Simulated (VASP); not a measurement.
# Hf (Fm-3m) in VASP: further runs, part 2 of 2

VASP 6.6.1. The steps go on from the part before.

### 6 Single point, r2SCAN

This run uses another cell than the first one, of 23.41 Å³/atom, 1.126 times its volume.

Input file POSCAR:

```
Hf
1.0
    0.0000000000      2.2706362503      2.2706362503
    2.2706362503      0.0000000000      2.2706362503
    2.2706362503      2.2706362503      0.0000000000
Hf
1
Direct
    0.0000000000      0.0000000000      0.0000000000
```

Input file INCAR.step1:

```
PREC = Accurate ; ENCUT = 520
ISMEAR = 1 ; SIGMA = 0.1
LREAL = F ; LASPH = T
NELM = 100 ; NBANDS = 11
GGA = PE ; ALGO = Normal
EDIFF = 1E-4 ; LWAVE = T
LCHARG = F
```

Input file INCAR.step2:

```
PREC = Accurate ; ENCUT = 520
EDIFF = 1E-6 ; ISMEAR = 1
SIGMA = 0.1 ; LREAL = F
LASPH = T ; NELM = 100
ALGO = Normal ; ISIF = 2
LWAVE = F ; LCHARG = F
METAGGA = R2SCAN ; LMIXTAU = T
NBANDS = 11 ; ISTART = 1
```

Input file KPOINTS:

```
Automatic mesh
0
Gamma
  11 11 11
```

Potentials or basis: VASP PAW PBE potentials, release 64 (Hf_pv).

Run with:

```sh
$ cat potpaw_PBE.64/Hf_pv/POTCAR > POTCAR
$ cp INCAR.step1 INCAR
$ mpirun -np 1 vasp_std > vasp.out
$ cp INCAR.step2 INCAR
$ mpirun -np 1 vasp_std > vasp.out
```

OUTCAR:

```text
PREC = Accurate
   ENCUT = 520
   EDIFF = 1E-6
   ISMEAR = 1
   LREAL = F
   LASPH = T
   NELM = 100
   ISIF = 2
   METAGGA = R2SCAN
   ISTART = 1

 ion  position               nearest neighbor table
   1  0.000  0.000  0.000-

  LATTYP: Found a face centered cubic cell.
 ALAT       =     4.5412725006

  Lattice vectors:

 A1 = (   0.0000000000,   2.2706362503,   2.2706362503)
 A2 = (   2.2706362503,   0.0000000000,   2.2706362503)
[... 505 lines left out ...]
      1     -27.4061      2.00000
      2     -27.1711      2.00000
      3     -27.0522      2.00000
      4      -0.4700      2.00000
      5       4.1820      1.98359
      6       5.5919     -0.00000
      7       7.1964      0.00000
      8       7.2038      0.00000
      9      10.0989      0.00000
     10      16.1040      0.00000
     11      16.9556      0.00000

 [... further k-points ...]
[... 5 lines left out ...]
  --------------------------------------------------------------------------------------
  -------------------------------------------------------------------------------------
  Total       -0.6691845     -0.6691845     -0.6691845      0.0000000      0.0000000     -0.0000000
  in kB      -45.7913857    -45.7913857    -45.7913857      0.0000000      0.0000000     -0.0000000
  external PRESSURE =     -45.7913857 kB  Pullay stress =       0.0000000 kB

 VOLUME and BASIS-vectors are now :
 -----------------------------------------------------------------------------
  energy-cutoff  :      520.00
  volume of cell :       23.41
      direct lattice vectors                 reciprocal lattice vectors
     0.000000000  2.270636250  2.270636250    -0.220202597  0.220202597  0.220202597
     2.270636250  0.000000000  2.270636250     0.220202597 -0.220202597  0.220202597
     2.270636250  2.270636250  0.000000000     0.220202597  0.220202597 -0.220202597

 POSITION                                       TOTAL-FORCE (eV/Angst)
 -----------------------------------------------------------------------------------
      0.00000      0.00000      0.00000         0.000000     -0.000000     -0.000000
 -----------------------------------------------------------------------------------
    total drift:                               -0.000000      0.000000     -0.000000

  FREE ENERGIE OF THE ION-ELECTRON SYSTEM (eV)
  ---------------------------------------------------
  free  energy   TOTEN  =       -45.0537078938 eV

  energy  without entropy=      -45.0540337580  energy(sigma->0) =      -45.05381652
```

OUTCAR.step1:

```text
PREC = Accurate
   ENCUT = 520
   ISMEAR = 1
   LREAL = F
   LASPH = T
[... 551 lines left out ...]

 POSITION                                       TOTAL-FORCE (eV/Angst)
 -----------------------------------------------------------------------------------
      0.00000      0.00000      0.00000        -0.000000     -0.000000     -0.000000
 -----------------------------------------------------------------------------------
    total drift:                               -0.000000      0.000000      0.000000

  FREE ENERGIE OF THE ION-ELECTRON SYSTEM (eV)
  ---------------------------------------------------
  free  energy   TOTEN  =        -9.8453543090 eV

  energy  without entropy=       -9.8455726606  energy(sigma->0) =       -9.84542709
```

OSZICAR.step1:

```text
N       E                     dE             d eps       ncg     rms          rms(c)
DAV:   1     0.126550958470E+02    0.12655E+02   -0.56567E+03  1248   0.833E+02
DAV:   2    -0.969993412149E+01   -0.22355E+02   -0.21730E+02  1573   0.152E+02
DAV:   3    -0.102119843867E+02   -0.51205E+00   -0.50525E+00  1568   0.156E+01
DAV:   4    -0.102140135100E+02   -0.20291E-02   -0.20287E-02  1407   0.120E+00
DAV:   5    -0.102140241948E+02   -0.10685E-04   -0.10685E-04  1555   0.773E-02    0.451E+01
DAV:   6    -0.993869842497E+01    0.27533E+00   -0.23321E-01  1373   0.361E+00    0.266E+01
DAV:   7    -0.985039546693E+01    0.88303E-01   -0.34652E-01  1406   0.426E+00    0.115E+00
DAV:   8    -0.984533146857E+01    0.50640E-02   -0.26226E-02  1385   0.117E+00    0.470E-01
DAV:   9    -0.984535430899E+01   -0.22840E-04   -0.53608E-04  1483   0.186E-01
   1 F= -.98453543E+01 E0= -.98454271E+01  d E =0.218352E-03
```

Wall time 14 s (1 thread of Intel Xeon 6975P-C (Granite Rapids), shared host); peak memory 0.15 GiB.

What came out:

```
Free energy            : -45.0537 eV
Pressure               : -4.6 GPa
Band gap on the k mesh : zero (band 5 reaches 5.87 eV, above the bottom of band 6 at 4.01 eV)
```

Levels at points of the mesh, in eV from the Fermi level:
```
           k point  band 3  band 4  band 5  band 6  band 7  band 8
(0.00, 0.00, 0.00)  -31.27   -7.36    1.61    1.61    1.61    4.44
```

Caveat: the PAW data sets were made with another functional, which shifts forces and pressure a little; spin-orbit coupling is left out, which moves the levels of the heavy elements.

### 7 Overview

| cell | gap on the mesh (eV) | pressure (GPa) |
| --- | --- | --- |
| a = 3.086 Å, angles 60.0°, 1 atom | none | 7.9 |
| a = 3.118 Å, angles 60.0°, 1 atom | none | 4.3 |
| a = 3.150 Å, angles 60.0°, 1 atom | none | 1.0 |
| a = 3.181 Å, angles 60.0°, 1 atom | none | -2.0 |
| a = 3.211 Å, angles 60.0°, 1 atom | none | -4.6 |

Alike in all rows: task single point; level r2SCAN; potentials or basis VASP PAW PBE potentials, release 64 (Hf_pv); no spin polarisation; k mesh 11 × 11 × 11; cutoff (eV) 520; smearing methfessel-paxton 0.1 eV.

Caveats: the PAW data sets were made with another functional, which shifts forces and pressure a little; spin-orbit coupling is left out, which moves the levels of the heavy elements.

Absolute energies hang on the potentials; compare differences alone.
